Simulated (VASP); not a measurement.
# BeTe (F-43m) in VASP: further runs

Aim: see how the results for BeTe move with the level of theory and the settings. Levels: PBE, r2SCAN. Tasks: single point.

Everything below comes from runs of VASP 6.6.1. Logs are shortened: lines on timing, memory, paths and dates and some standing lists are left out, and cuts for length are marked.

## (1) The cell of the first run

Symmetry: F-43m, No. 216, cubic system. The conventional cell has a = 5.607 Å, b = 5.607 Å, c = 5.607 Å, α = 90.00°, β = 90.00°, γ = 90.00°. Within 3.2 Å of Be (site symmetry -43m) lie 4 Te at 2.43 Å. Within 3.2 Å of Te (site symmetry -43m) lie 4 Be at 2.43 Å.

## (2) Single point, PBE (volume changed by -3%)

Contents of INCAR:

```
SYSTEM = BeTe
PREC = Accurate
ENCUT = 600
EDIFF = 1E-6
ISMEAR = 0
SIGMA = 0.01
LREAL = .False.
LASPH = .True.
NELM = 120
ALGO = Normal
ISIF = 2
LWAVE = .False.
LCHARG = .True.
GGA = PE
LELF = .True.
LVHAR = .True.
NBANDS = 11
GGA_COMPAT = .False.
```

Contents of KPOINTS:

```
regular mesh
0
Gamma
  6 6 6
  0 0 0
```

Contents of POSCAR:

```
BeTe
1.0
    0.0000000000      2.8032676181      2.8032676181
    2.8032676181      0.0000000000      2.8032676181
    2.8032676181      2.8032676181      0.0000000000
Be Te
1 1
Direct
    0.0000000000      0.0000000000      0.0000000000
    0.2500000000      0.2500000000      0.2500000000
```

Potentials or basis: VASP PAW PBE potentials, release 64 (Be, Te).

On the command line:

```bash
cat potpaw_PBE.64/Be/POTCAR potpaw_PBE.64/Te/POTCAR > POTCAR
mpirun -np 1 vasp_std > vasp.out
```

OUTCAR:

```text
SYSTEM = BeTe
   PREC = Accurate
   ENCUT = 600
   EDIFF = 1E-6
   ISMEAR = 0
   LREAL = .False.
   LASPH = .True.
   NELM = 120
   ISIF = 2
   GGA = PE

 ion  position               nearest neighbor table
   1  0.000  0.000  0.000-   2 2.43   2 2.43   2 2.43   2 2.43
   2  0.250  0.250  0.250-   1 2.43   1 2.43   1 2.43   1 2.43

  LATTYP: Found a face centered cubic cell.
 ALAT       =     5.6065352362

  Lattice vectors:

 A1 = (   0.0000000000,   2.8032676181,   2.8032676181)
 A2 = (   2.8032676181,   0.0000000000,   2.8032676181)
 A3 = (   2.8032676181,   2.8032676181,   0.0000000000)

Analysis of symmetry for initial positions (statically):
=====================================================================
 Subroutine PRICEL returns:
 Original cell was already a primitive cell.

 Routine SETGRP: Setting up the symmetry group for a
 face centered cubic supercell.

 Subroutine GETGRP returns: Found 24 space group operations
 (whereof 24 operations were pure point group operations)
 out of a pool of 48 trial point group operations.

The static configuration has the point symmetry T_d .

Analysis of symmetry for dynamics (positions and initial velocities):
=====================================================================
 Subroutine PRICEL returns:
 Original cell was already a primitive cell.

 Routine SETGRP: Setting up the symmetry group for a
 face centered cubic supercell.

 Subroutine GETGRP returns: Found 24 space group operations
 (whereof 24 operations were pure point group operations)
 out of a pool of 48 trial point group operations.

The dynamic configuration has the point symmetry T_d .

 Subroutine INISYM returns: Found 24 space group operations
 (whereof 24 operations are pure point group operations),
 and found     1 'primitive' translations

----------------------------------------------------------------------------------------

                                     Primitive cell

  volume of cell :      44.0579

  direct lattice vectors                    reciprocal lattice vectors
     0.000000000  2.803267618  2.803267618    -0.178363277  0.178363277  0.178363277
     2.803267618  0.000000000  2.803267618     0.178363277 -0.178363277  0.178363277
     2.803267618  2.803267618  0.000000000     0.178363277  0.178363277 -0.178363277

  length of vectors
     3.964419084  3.964419084  3.964419084     0.308934259  0.308934259  0.308934259

  position of ions in fractional coordinates (direct lattice)
     0.000000000  0.000000000  0.000000000
[... 76 lines left out ...]
   ISYM   =      2    0-nonsym 1-usesym 2-fastsym
   POTIM  = 0.5000    time-step for ionic-motion
   TEBEG  =    0.0;   TEEND  =   0.0 temperature during run
   PSTRESS=    0.0 pullay stress
   NELECT =       8.0000    total number of electrons
   NUPDOWN=      -1.0000    fix difference up-down
   EMIN   =  10.00;   EMAX   =-10.00  energy-range for DOS
   EFERMI =   0.00;   METHOD = LEGACY
   ISMEAR =     0;   SIGMA  =   0.01  broadening in eV -4-tet -1-fermi 0-gaus
   EFERMI_NEDOS =   21; number of points for ismear=-14 and -15
   IALGO  =     38    algorithm
   IMIX   =      4    mixing-type and parameters
     AMIX     =   0.40;   BMIX     =  1.00
     AMIX_MAG =   1.60;   BMIX_MAG =  1.00
  volume/ion in A,a.u.               =      22.03       148.66
  Fermi-wavevector in a.u.,A,eV,Ry     =   0.927037  1.751845 11.692807  0.859397
  Thomas-Fermi vector in A             =   2.053063
   LORBIT       =      0    0 simple, 1 ext, 2 COOP (PROOUT), +10 PAW based schemes
   GGA     = PE    functional components
   LHFCALC =     F    Hartree Fock is set to
   AEXX    =    0.0000 exact exchange contribution
   IVDW    =     0    specifies the selected vdW correction
   LEPSILON=     F    determine dielectric tensor
   LRPA    =     F    only Hartree local field effects (RPA)
 non-spin polarized calculation
 Gauss-broadening in eV      SIGMA  =   0.01
  energy-cutoff  :      600.00
  volume of cell :       44.06
 maximum number of plane-waves:      1484
   NGX = 15   NGY = 15   NGZ = 15

 number of electron       8.0000000 magnetization

 Free energy of the ion-electron system (eV)
  ---------------------------------------------------
  ext. energy  EPLUGINS =         0.00000000
  ---------------------------------------------------
  free energy    TOTEN  =        -7.60969057 eV

  energy without entropy =       -7.60969057  energy(sigma->0) =       -7.60969057

 E-fermi :   5.2984     XC(G=0):  -9.1101

 val. band max:        5.2520154421   @ k =   0.0000   0.0000   0.0000
 cond. band min:       7.1908097583   @ k =   0.5000   0.5000   0.0000
 fundamental gap:      1.9387943162
 Fermi energy:         5.2984337986

 k-point     1 :       0.0000    0.0000    0.0000
  band No.  band energies     occupation
      1      -7.1356      2.00000
      2       5.2520      2.00000
      3       5.2520      2.00000
      4       5.2520      2.00000
      5       8.8487      0.00000
      6       8.8487      0.00000
      7       8.8487      0.00000
      8       9.1734      0.00000
      9      13.5881      0.00000
     10      15.5238      0.00000
     11      15.5238      0.00000
[... 197 lines left out ...]
 k-point    16 :      -0.3333    0.5000    0.1667
  band No.  band energies     occupation
      1      -5.2236      2.00000
      2       0.4033      2.00000
      3       1.8025      2.00000
      4       2.1041      2.00000
      5       8.9579      0.00000
      6       9.5192      0.00000
      7      12.6340      0.00000
      8      12.9110      0.00000
      9      16.2407      0.00000
     10      17.1377      0.00000
     11      18.1561      0.00000

------------------------ aborting loop because EDIFF is reached ----------------------------------------

  FORCE on cell =-STRESS in cart. coord.  units (eV):
  Direction    XX          YY          ZZ          XY          YZ          ZX
  --------------------------------------------------------------------------------------
  -------------------------------------------------------------------------------------
  Total        0.5577798      0.5577798      0.5577798      0.0000000      0.0000000      0.0000000
  in kB       20.2838156     20.2838156     20.2838156      0.0000000      0.0000000      0.0000000
  external PRESSURE =      20.2838156 kB  Pullay stress =       0.0000000 kB

 VOLUME and BASIS-vectors are now :
 -----------------------------------------------------------------------------
  energy-cutoff  :      600.00
  volume of cell :       44.06
      direct lattice vectors                 reciprocal lattice vectors
     0.000000000  2.803267618  2.803267618    -0.178363277  0.178363277  0.178363277
     2.803267618  0.000000000  2.803267618     0.178363277 -0.178363277  0.178363277
     2.803267618  2.803267618  0.000000000     0.178363277  0.178363277 -0.178363277

 POSITION                                       TOTAL-FORCE (eV/Angst)
 -----------------------------------------------------------------------------------
      0.00000      0.00000      0.00000        -0.000000     -0.000000     -0.000000
      1.40163      1.40163      1.40163         0.000000      0.000000      0.000000
 -----------------------------------------------------------------------------------
    total drift:                                0.000000      0.000000      0.000000

  FREE ENERGIE OF THE ION-ELECTRON SYSTEM (eV)
  ---------------------------------------------------
  free  energy   TOTEN  =        -7.6096905732 eV

  energy  without entropy=       -7.6096905732  energy(sigma->0) =       -7.60969057
```

Run time: 11 s. Hardware: 1 thread of Intel Xeon Platinum 8375C at 2.90GHz (Ice Lake), shared host; peak memory 0.17 GiB.

Results:

```yaml
Free_energy: -7.6097 eV
Pressure: 2.0 GPa
Band_gap_on_the_k_mesh: 1.94 eV, indirect (least direct gap 3.60 eV)
```

Caveat: the cell differs from its parent crystal (volume changed by -3%); spin-orbit coupling is left out, which moves the levels of the heavy elements. A k mesh can miss the band edges.

## (3) Single point, PBE

This run uses another cell than the first one, of 22.71 Å³/atom, 1.031 times its volume.

INCAR: that of step 2 with these lines changed.

```diff
@@ -12,6 +12,4 @@
 LWAVE = .False.
-LCHARG = .True.
+LCHARG = .False.
 GGA = PE
-LELF = .True.
-LVHAR = .True.
 NBANDS = 11
```

Contents of KPOINTS:

```
Automatic mesh
0
Gamma
  6 6 6
  0 0 0
```

Contents of POSCAR:

```
BeTe
1.0
    0.0000000000      2.8318743655      2.8318743655
    2.8318743655      0.0000000000      2.8318743655
    2.8318743655      2.8318743655      0.0000000000
Be Te
1 1
Direct
    0.0000000000      0.0000000000      0.0000000000
    0.2500000000      0.2500000000      0.2500000000
```

Potentials or basis: VASP PAW PBE potentials, release 64 (Be, Te).

On the command line:

```bash
cat potpaw_PBE.64/Be/POTCAR potpaw_PBE.64/Te/POTCAR > POTCAR
mpirun -np 1 vasp_std > vasp.out
```

Run time: 9.9 s. Hardware: 1 thread of Intel Xeon Platinum 8375C at 2.90GHz (Ice Lake), shared host; peak memory 0.17 GiB.

It converged, with:

```
Free energy            : -7.6189 eV
Pressure               : 0.2 GPa
Band gap on the k mesh : 2.01 eV, indirect (least direct gap 3.62 eV)
```

Levels at points of the mesh, in eV from the valence-band top:
```csv
k point,band 1,band 2,band 3,band 4,band 5,band 6,band 7,band 8,band 9
"(0.00, 0.00, 0.00)",-12.19,0.00,0.00,0.00,3.62,3.62,3.62,3.70,8.29
"(0.50, 0.00, 0.00)",-10.88,-5.43,-1.10,-1.10,3.03,4.60,4.60,7.82,10.86
"(0.50, 0.50, 0.00)",-10.41,-5.03,-2.58,-2.58,2.01,2.69,9.60,9.60,11.45
```

Caveat: spin-orbit coupling is left out, which moves the levels of the heavy elements. As with any semilocal functional, this PBE gap is likely too small.

## (4) Single point, PBE (volume changed by +3%)

Contents of INCAR:

```
PREC = Accurate
ENCUT = 600
EDIFF = 1E-6
ISMEAR = 0
SIGMA = 0.01
LREAL = False
LASPH = True
NELM = 120
ALGO = Normal
ISIF = 2
LWAVE = False
LCHARG = False
GGA = PE
NBANDS = 11
GGA_COMPAT = False
```

Contents of KPOINTS:

```
Automatic mesh
0
Gamma
  6 6 6
```

Contents of POSCAR:

```
BeTe
1.0
    0.0000000000      2.8599145492      2.8599145492
    2.8599145492      0.0000000000      2.8599145492
    2.8599145492      2.8599145492      0.0000000000
Be Te
1 1
Direct
    0.0000000000      0.0000000000      0.0000000000
    0.2500000000      0.2500000000      0.2500000000
```

Potentials or basis: VASP PAW PBE potentials, release 64 (Be, Te).

On the command line:

```bash
cat potpaw_PBE.64/Be/POTCAR potpaw_PBE.64/Te/POTCAR > POTCAR
mpirun -np 1 vasp_std > vasp.out
```

OUTCAR:

```text
PREC = Accurate
   ENCUT = 600
   EDIFF = 1E-6
   ISMEAR = 0
   LREAL = False
   LASPH = True
   NELM = 120
   ISIF = 2
   GGA = PE

 ion  position               nearest neighbor table
   1  0.000  0.000  0.000-   2 2.48   2 2.48   2 2.48   2 2.48
   2  0.250  0.250  0.250-   1 2.48   1 2.48   1 2.48   1 2.48

  LATTYP: Found a face centered cubic cell.
 ALAT       =     5.7198290984

  Lattice vectors:

 A1 = (   0.0000000000,   2.8599145492,   2.8599145492)
 A2 = (   2.8599145492,   0.0000000000,   2.8599145492)
 A3 = (   2.8599145492,   2.8599145492,   0.0000000000)

Analysis of symmetry for initial positions (statically):
=====================================================================
 Subroutine PRICEL returns:
 Original cell was already a primitive cell.

 Routine SETGRP: Setting up the symmetry group for a
 face centered cubic supercell.

 Subroutine GETGRP returns: Found 24 space group operations
 (whereof 24 operations were pure point group operations)
 out of a pool of 48 trial point group operations.

The static configuration has the point symmetry T_d .

Analysis of symmetry for dynamics (positions and initial velocities):
=====================================================================
 Subroutine PRICEL returns:
 Original cell was already a primitive cell.

 Routine SETGRP: Setting up the symmetry group for a
 face centered cubic supercell.

 Subroutine GETGRP returns: Found 24 space group operations
 (whereof 24 operations were pure point group operations)
 out of a pool of 48 trial point group operations.

The dynamic configuration has the point symmetry T_d .

 Subroutine INISYM returns: Found 24 space group operations
 (whereof 24 operations are pure point group operations),
 and found     1 'primitive' translations

----------------------------------------------------------------------------------------

                                     Primitive cell
[... 107 lines left out ...]
   GGA     = PE    functional components
   LHFCALC =     F    Hartree Fock is set to
   AEXX    =    0.0000 exact exchange contribution
   IVDW    =     0    specifies the selected vdW correction
   LEPSILON=     F    determine dielectric tensor
   LRPA    =     F    only Hartree local field effects (RPA)
 non-spin polarized calculation
 Gauss-broadening in eV      SIGMA  =   0.01
  energy-cutoff  :      600.00
  volume of cell :       46.78
 maximum number of plane-waves:      1588
   NGX = 17   NGY = 17   NGZ = 17

 number of electron       8.0000000 magnetization

 Free energy of the ion-electron system (eV)
  ---------------------------------------------------
  ext. energy  EPLUGINS =         0.00000000
  ---------------------------------------------------
  free energy    TOTEN  =        -7.61344881 eV

  energy without entropy =       -7.61344881  energy(sigma->0) =       -7.61344881

 E-fermi :   4.6649     XC(G=0):  -8.8700

 val. band max:        4.5911292151   @ k =   0.0000   0.0000   0.0000
 cond. band min:       6.6734014708   @ k =   0.5000   0.5000   0.0000
 fundamental gap:      2.0822722557
 Fermi energy:         4.6649001873

 k-point     1 :       0.0000    0.0000    0.0000
  band No.  band energies     occupation
      1      -7.4090      2.00000
      2       4.5911      2.00000
      3       4.5911      2.00000
      4       4.5911      2.00000
      5       8.0795      0.00000
      6       8.2349      0.00000
      7       8.2349      0.00000
      8       8.2349      0.00000
      9      12.8354      0.00000
     10      14.7376      0.00000
     11      14.7376      0.00000
[... 197 lines left out ...]
 k-point    16 :      -0.3333    0.5000    0.1667
  band No.  band energies     occupation
      1      -5.7088      2.00000
      2       0.0281      2.00000
      3       1.4202      2.00000
      4       1.7133      2.00000
      5       8.3239      0.00000
      6       8.8619      0.00000
      7      11.7704      0.00000
      8      12.0313      0.00000
      9      15.2777      0.00000
     10      16.0173      0.00000
     11      17.2150      0.00000

------------------------ aborting loop because EDIFF is reached ----------------------------------------

  FORCE on cell =-STRESS in cart. coord.  units (eV):
  Direction    XX          YY          ZZ          XY          YZ          ZX
  --------------------------------------------------------------------------------------
  -------------------------------------------------------------------------------------
  Total       -0.4139200     -0.4139200     -0.4139200      0.0000000      0.0000000     -0.0000000
  in kB      -14.1754817    -14.1754817    -14.1754817      0.0000000      0.0000000     -0.0000000
  external PRESSURE =     -14.1754817 kB  Pullay stress =       0.0000000 kB

 VOLUME and BASIS-vectors are now :
 -----------------------------------------------------------------------------
  energy-cutoff  :      600.00
  volume of cell :       46.78
      direct lattice vectors                 reciprocal lattice vectors
     0.000000000  2.859914549  2.859914549    -0.174830398  0.174830398  0.174830398
     2.859914549  0.000000000  2.859914549     0.174830398 -0.174830398  0.174830398
     2.859914549  2.859914549  0.000000000     0.174830398  0.174830398 -0.174830398

 POSITION                                       TOTAL-FORCE (eV/Angst)
 -----------------------------------------------------------------------------------
      0.00000      0.00000      0.00000        -0.000000     -0.000000     -0.000000
      1.42996      1.42996      1.42996         0.000000      0.000000      0.000000
 -----------------------------------------------------------------------------------
    total drift:                                0.000000      0.000000      0.000000

  FREE ENERGIE OF THE ION-ELECTRON SYSTEM (eV)
  ---------------------------------------------------
  free  energy   TOTEN  =        -7.6134488055 eV

  energy  without entropy=       -7.6134488055  energy(sigma->0) =       -7.61344881
```

OSZICAR:

```text
N       E                     dE             d eps       ncg     rms          rms(c)
DAV:   1     0.217382390582E+02    0.21738E+02   -0.36457E+03   352   0.662E+02
DAV:   2    -0.634020231641E+01   -0.28078E+02   -0.26894E+02   452   0.966E+01
DAV:   3    -0.769896032442E+01   -0.13588E+01   -0.13562E+01   476   0.224E+01
DAV:   4    -0.771325338178E+01   -0.14293E-01   -0.14291E-01   447   0.260E+00
DAV:   5    -0.771350815998E+01   -0.25478E-03   -0.25478E-03   417   0.322E-01    0.384E+00
DAV:   6    -0.763643818723E+01    0.77070E-01   -0.85479E-02   412   0.118E+00    0.232E+00
DAV:   7    -0.761234789794E+01    0.24090E-01   -0.83627E-02   403   0.127E+00    0.397E-01
DAV:   8    -0.761313518752E+01   -0.78729E-03   -0.52941E-03   402   0.416E-01    0.670E-02
DAV:   9    -0.761338335018E+01   -0.24816E-03   -0.29937E-04   425   0.102E-01    0.256E-02
DAV:  10    -0.761344366622E+01   -0.60316E-04   -0.72685E-05   400   0.436E-02    0.132E-02
DAV:  11    -0.761344713838E+01   -0.34722E-05   -0.31861E-06   439   0.107E-02    0.719E-03
DAV:  12    -0.761344876685E+01   -0.16285E-05   -0.33694E-06   379   0.103E-02    0.297E-03
DAV:  13    -0.761344880553E+01   -0.38685E-07   -0.21112E-08   251   0.109E-03
   1 F= -.76134488E+01 E0= -.76134488E+01  d E =-.181590E-27
```

It took 8.9 s on 1 thread of Intel Xeon Platinum 8375C at 2.90GHz (Ice Lake), shared host; peak memory 0.18 GiB.

Results:

- Free energy: -7.6134 eV
- Pressure: -1.4 GPa
- Band gap on the k mesh: 2.08 eV, indirect (least direct gap 3.49 eV)

Caveat: the cell differs from its parent crystal (volume changed by +3%); spin-orbit coupling is left out, which moves the levels of the heavy elements. A k mesh can miss the band edges.

[end of part 1 of 2]
